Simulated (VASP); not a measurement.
# Hf in VASP: single point with PBE

Aim: the single point of Hf with PBE.

All numbers are computed with VASP 6.6.1; they aren't measurements. Logs are shortened: lines on timing, memory, paths and dates and some standing lists are left out, and cuts for length are marked.

## Step 1: The cell of the first run

The cell holds a slab with vacuum, 6 atoms: a = 3.203 Å, b = 5.070 Å, c = 22.473 Å, α = 90.00°, β = 90.00°, γ = 90.00°.

## Step 2: Single point, PBE

Contents of INCAR:

```
SYSTEM = Hf
ALGO = Normal
DIPOL = 0.5 0.5 0.500
EDIFF = 1E-6
ENCUT = 520
GGA = PE
IDIPOL = 3
ISIF = 2
ISMEAR = -1
LASPH = .TRUE.
LCHARG = .TRUE.
LDIPOL = .TRUE.
LELF = .TRUE.
LREAL = .FALSE.
LVACPOTAV = .TRUE.
LVHAR = .TRUE.
LWAVE = .FALSE.
NBANDS = 39
NELM = 60
PREC = Accurate
SIGMA = 0.05
```

Contents of KPOINTS:

```
k-points
0
G
  13 8 1
  0 0 0
```

Contents of POSCAR:

```
Hf
1.0
    3.2031969917      0.0000000000      0.0000000000
    0.0000000000      5.0702495505      0.0000000000
    0.0000000000      0.0000000000     22.4728000000
Hf
6
Direct
    0.7500000000      0.7500000000      0.3611102861
    0.2500000000      0.2500000000      0.4001720238
    0.2500000000      0.7500000000      0.4783484240
    0.7500000000      0.2500000000      0.5216515782
    0.7500000000      0.7500000000      0.5998279615
    0.2500000000      0.2500000000      0.6388897264
```

Potentials or basis: VASP PAW PBE potentials, release 64 (Hf_pv).

Command:

```sh
$ cat potpaw_PBE.64/Hf_pv/POTCAR > POTCAR
$ mpirun -np 1 vasp_std > vasp.out
```

OUTCAR:

```text
SYSTEM = Hf
   EDIFF = 1E-6
   ENCUT = 520
   GGA = PE
   ISIF = 2
   ISMEAR = -1
   LASPH = .TRUE.
   LREAL = .FALSE.
   NELM = 60
   PREC = Accurate

 ion  position               nearest neighbor table
   1  0.750  0.750  0.361-   3 3.08   3 3.08   2 3.12   2 3.12   2 3.12   2 3.12
   2  0.250  0.250  0.400-   3 3.08   3 3.08   1 3.12   1 3.12   1 3.12   1 3.12   4 3.17   4 3.17

   3  0.250  0.750  0.478-   1 3.08   1 3.08   2 3.08   2 3.08   4 3.15   4 3.15   4 3.15   4 3.15
                             5 3.17   5 3.17
   4  0.750  0.250  0.522-   6 3.08   6 3.08   5 3.08   5 3.08   3 3.15   3 3.15   3 3.15   3 3.15
                             2 3.17   2 3.17
   5  0.750  0.750  0.600-   4 3.08   4 3.08   6 3.12   6 3.12   6 3.12   6 3.12   3 3.17   3 3.17

   6  0.250  0.250  0.639-   4 3.08   4 3.08   5 3.12   5 3.12   5 3.12   5 3.12

  LATTYP: Found a simple orthorhombic cell.
 ALAT       =     3.2031969917
 B/A-ratio  =     1.5828716010
 C/A-ratio  =     7.0157408546

  Lattice vectors:

 A1 = (   3.2031969917,   0.0000000000,   0.0000000000)
 A2 = (   0.0000000000,   5.0702495505,   0.0000000000)
 A3 = (   0.0000000000,   0.0000000000,  22.4728000000)

Analysis of symmetry for initial positions (statically):
=====================================================================
 Subroutine PRICEL returns:
 Original cell was already a primitive cell.

 Routine SETGRP: Setting up the symmetry group for a
 simple orthorhombic supercell.

 Subroutine GETGRP returns: Found  8 space group operations
 (whereof  2 operations were pure point group operations)
 out of a pool of  8 trial point group operations.

The static configuration has the point symmetry S_2 .
 The point group associated with its full space group is D_2h.

Analysis of symmetry for dynamics (positions and initial velocities):
=====================================================================
 Subroutine PRICEL returns:
 Original cell was already a primitive cell.

 Routine SETGRP: Setting up the symmetry group for a
 simple orthorhombic supercell.

 Subroutine GETGRP returns: Found  8 space group operations
 (whereof  2 operations were pure point group operations)
 out of a pool of  8 trial point group operations.

The dynamic configuration has the point symmetry S_2 .
 The point group associated with its full space group is D_2h.

 Subroutine INISYM returns: Found  8 space group operations
 (whereof  2 operations are pure point group operations),
 and found     1 'primitive' translations

----------------------------------------------------------------------------------------

                                     Primitive cell

  volume of cell :     364.9809

  direct lattice vectors                    reciprocal lattice vectors
     3.203196992  0.000000000  0.000000000     0.312188105  0.000000000  0.000000000
     0.000000000  5.070249550  0.000000000     0.000000000  0.197228951  0.000000000
     0.000000000  0.000000000 22.472800000     0.000000000  0.000000000  0.044498238

  length of vectors
     3.203196992  5.070249550 22.472800000     0.312188105  0.197228951  0.044498238

  position of ions in fractional coordinates (direct lattice)
     0.750000000  0.750000000  0.361110286
     0.250000000  0.250000000  0.400172024
     0.250000000  0.750000000  0.478348424
     0.750000000  0.250000000  0.521651578
     0.750000000  0.750000000  0.599827961
     0.250000000  0.250000000  0.638889726

  ion indices of the primitive-cell ions
   primitive index   ion index
                 1           1
                 2           2
                 3           3
                 4           4
                 5           5
                 6           6

----------------------------------------------------------------------------------------

 KPOINTS: k-points

Automatic generation of k-mesh.
 Grid dimensions read from file:
 generate k-points for:   13    8    1

 Generating k-lattice:

  Cartesian coordinates                     Fractional coordinates (reciprocal lattice)
     0.024014470  0.000000000  0.000000000     0.076923077  0.000000000  0.000000000
     0.000000000  0.024653619  0.000000000     0.000000000  0.125000000  0.000000000
     0.000000000  0.000000000  0.044498238     0.000000000  0.000000000  1.000000000

  Length of vectors
     0.024014470  0.024653619  0.044498238

  Shift w.r.t. Gamma in fractional coordinates (k-lattice)
     0.000000000  0.000000000  0.000000000

 Subroutine IBZKPT returns following result:
 ===========================================

 Found     35 irreducible k-points:

 Following reciprocal coordinates:
            Coordinates               Weight
  0.000000  0.000000  0.000000      1.000000
  0.076923  0.000000  0.000000      2.000000
  0.153846  0.000000  0.000000      2.000000
  0.230769  0.000000  0.000000      2.000000
  0.307692  0.000000  0.000000      2.000000
  0.384615  0.000000  0.000000      2.000000
[... 16 lines left out ...]
  0.076923  0.375000  0.000000      4.000000
  0.153846  0.375000  0.000000      4.000000
 [... further k-points ...]
   k-points           NKPTS =     35   k-points in BZ     NKDIM =     35   number of bands    NBANDS=     39
   number of dos      NEDOS =    301   number of ions     NIONS =      6
   total plane-waves  NPLWV = 161280
   dimension x,y,z NGX =    24 NGY =   40 NGZ =  168
   dimension x,y,z NGXF=    48 NGYF=   80 NGZF=  336
   ions per type =               6
   NGX,Y,Z   is equivalent  to a cutoff of  12.46, 13.12, 12.43 a.u.
   NGXF,Y,Z  is equivalent  to a cutoff of  24.91, 26.23, 24.86 a.u.
 SYSTEM =  Hf
   PREC   = accura    normal or accurate (medium, high low for compatibility)
   ISTART =      0    job   : 0-new  1-cont  2-samecut
   ICHARG =      2    charge: 1-file 2-atom 10-const
   ISPIN  =      1    spin polarized calculation?
   LNONCOLLINEAR =      F non collinear calculations
   LSORBIT =      F    spin-orbit coupling
   LASPH  =      T    aspherical Exc in radial PAW
   ENCUT  =  520.0 eV  38.22 Ry    6.18 a.u.   5.96  9.43 41.78*2*pi/ulx,y,z
   NELM   =     60;   NELMIN=  2; NELMDL= -5     # of ELM steps
   EDIFF  = 0.1E-05   stopping-criterion for ELM
   LREAL  =      F    real-space projection
   EDIFFG = 0.1E-04   stopping-criterion for IOM
   NSW    =      0    number of steps for IOM
   IBRION =     -1    ionic relax: 0-MD 1-quasi-New 2-CG
   NFREE  =      0    steps in history (QN), initial steepest desc. (CG)
   ISIF   =      2    stress and relaxation
   ISYM   =      2    0-nonsym 1-usesym 2-fastsym
   POTIM  = 0.5000    time-step for ionic-motion
   TEBEG  =    0.0;   TEEND  =   0.0 temperature during run
   PSTRESS=    0.0 pullay stress
   NELECT =      60.0000    total number of electrons
   NUPDOWN=      -1.0000    fix difference up-down
   EMIN   =  10.00;   EMAX   =-10.00  energy-range for DOS
   EFERMI =   0.00;   METHOD = LEGACY
   ISMEAR =    -1;   SIGMA  =   0.05  broadening in eV -4-tet -1-fermi 0-gaus
   EFERMI_NEDOS =   21; number of points for ismear=-14 and -15
   IALGO  =     38    algorithm
   IMIX   =      4    mixing-type and parameters
     AMIX     =   0.40;   BMIX     =  1.00
     AMIX_MAG =   1.60;   BMIX_MAG =  1.00
  volume/ion in A,a.u.               =      60.83       410.50
  Fermi-wavevector in a.u.,A,eV,Ry     =   0.896813  1.694731 10.942804  0.804273
  Thomas-Fermi vector in A             =   2.019318
   LORBIT       =      0    0 simple, 1 ext, 2 COOP (PROOUT), +10 PAW based schemes
   GGA     = PE    functional components
   LHFCALC =     F    Hartree Fock is set to
   AEXX    =    0.0000 exact exchange contribution
   IVDW    =     0    specifies the selected vdW correction
   LEPSILON=     F    determine dielectric tensor
   LRPA    =     F    only Hartree local field effects (RPA)
 non-spin polarized calculation
  energy-cutoff  :      520.00
  volume of cell :      364.98
 maximum number of plane-waves:      9906
 NGX is ok and might be reduce to    24
   NGX = 11   NGY = 19   NGZ = 83

 dipolmoment           0.000000      0.000000     -0.000000 electrons x Angstroem

 number of electron      60.0000002 magnetization

 dipolmoment           0.000000      0.000000      0.000005 electrons x Angstroem

 Free energy of the ion-electron system (eV)
  ---------------------------------------------------
  ext. energy  EPLUGINS =         0.00000000
  ---------------------------------------------------
  free energy    TOTEN  =       -55.83844479 eV

  energy without entropy =      -55.76619952  energy(sigma->0) =      -55.80232216

 E-fermi :  -0.5197     XC(G=0):  -5.0731

 val. band max:       -0.5252802394   @ k =   0.0769   0.2500   0.0000
 cond. band min:      -0.5139110711   @ k =   0.4615   0.1250   0.0000
 fundamental gap:      0.0113691683
 Fermi energy:        -0.5197482793

 k-point     1 :       0.0000    0.0000    0.0000
  band No.  band energies     occupation
      1     -31.7304      2.00000
      2     -31.7201      2.00000
      3     -31.6918      2.00000
      4     -31.6594      2.00000
      5     -31.3615      2.00000
      6     -31.2507      2.00000
[... 31 lines left out ...]
     38       1.0480      0.00000
     39       1.1602      0.00000

 k-point     2 :       0.0769    0.0000    0.0000
  band No.  band energies     occupation
      1     -31.7272      2.00000
      2     -31.7163      2.00000
      3     -31.6815      2.00000
      4     -31.6503      2.00000
      5     -31.3550      2.00000
      6     -31.2586      2.00000
[... 31 lines left out ...]
     38       1.0857      0.00000
     39       1.1772      0.00000

 k-point     3 :       0.1538    0.0000    0.0000
  band No.  band energies     occupation
      1     -31.7191      2.00000
      2     -31.7062      2.00000
      3     -31.6518      2.00000
      4     -31.6241      2.00000
      5     -31.3372      2.00000
      6     -31.3308      2.00000
[... 832 lines left out ...]
 k-point    23 :       0.0769    0.3750    0.0000
  band No.  band energies     occupation
      1     -31.7556      2.00000
      2     -31.7514      2.00000
      3     -31.5453      2.00000
      4     -31.5442      2.00000
      5     -31.3670      2.00000
      6     -31.3090      2.00000
[... 31 lines left out ...]
     38       0.9577      0.00000
     39       0.9653      0.00000

 k-point    24 :       0.1538    0.3750    0.0000
  band No.  band energies     occupation
      1     -31.7412      2.00000
      2     -31.7371      2.00000
      3     -31.5465      2.00000
      4     -31.5441      2.00000
      5     -31.3700      2.00000
      6     -31.3620      2.00000
[... 31 lines left out ...]
     38       0.7096      0.00000
     39       1.1333      0.00000

 [... further k-points ...]
[... 5 lines left out ...]
  --------------------------------------------------------------------------------------
  -------------------------------------------------------------------------------------
  Total       -4.4560993     -2.7570059     -0.3360845     -0.0000000      0.0000000      0.0000000
  in kB      -19.5611901    -12.1025843     -1.4753290     -0.0000000      0.0000000      0.0000000
  external PRESSURE =     -11.0463678 kB  Pullay stress =       0.0000000 kB

 VOLUME and BASIS-vectors are now :
 -----------------------------------------------------------------------------
  energy-cutoff  :      520.00
  volume of cell :      364.98
      direct lattice vectors                 reciprocal lattice vectors
     3.203196992  0.000000000  0.000000000     0.312188105  0.000000000  0.000000000
     0.000000000  5.070249550  0.000000000     0.000000000  0.197228951  0.000000000
     0.000000000  0.000000000 22.472800000     0.000000000  0.000000000  0.044498238

 POSITION                                       TOTAL-FORCE (eV/Angst)
 -----------------------------------------------------------------------------------
      2.40240      3.80269      8.11516         0.000000      0.000000      0.040935
      0.80080      1.26756      8.99299         0.000000     -0.000000      0.017043
      0.80080      3.80269     10.74983         0.000000      0.000000     -0.017885
      2.40240      1.26756     11.72297         0.000000      0.000000      0.017885
      2.40240      3.80269     13.47981         0.000000      0.000000     -0.017043
      0.80080      1.26756     14.35764        -0.000000     -0.000000     -0.040935
 -----------------------------------------------------------------------------------
    total drift:                                0.000000      0.000000      0.000563

  FREE ENERGIE OF THE ION-ELECTRON SYSTEM (eV)
  ---------------------------------------------------
  free  energy   TOTEN  =       -55.8384447945 eV

  energy  without entropy=      -55.7661995162  energy(sigma->0) =      -55.80232216

 vacuum level on the upper side and lower side of the slab         3.335         3.335
```

Wall time 15 min (1 thread of Intel Xeon Platinum 8375C at 2.90GHz (Ice Lake), shared host); peak memory 0.62 GiB.

What came out:

- Free energy: -55.8384 eV
- Largest force: 0.041 eV/Å
- Band gap on the k mesh: zero (band 30 reaches -0.17 eV, above the bottom of band 31 at -0.63 eV)

Forces on the atoms (eV/Å):
```
Hf   0.000  0.000  0.041
Hf   0.000  0.000  0.017
Hf   0.000  0.000 -0.018
Hf   0.000  0.000  0.018
Hf   0.000  0.000 -0.017
Hf   0.000  0.000 -0.041
```

Levels at points of the mesh, in eV from the Fermi level:
```
           k point  band 28  band 29  band 30  band 31  band 32  band 33
(0.00, 0.00, 0.00)    -0.44     0.02     0.20     0.89     0.90     0.91
(0.00, 0.50, 0.00)    -0.76     0.05     0.05     0.30     0.30     0.56
```

Caveat: spin-orbit coupling is left out, which moves the levels of the heavy elements.
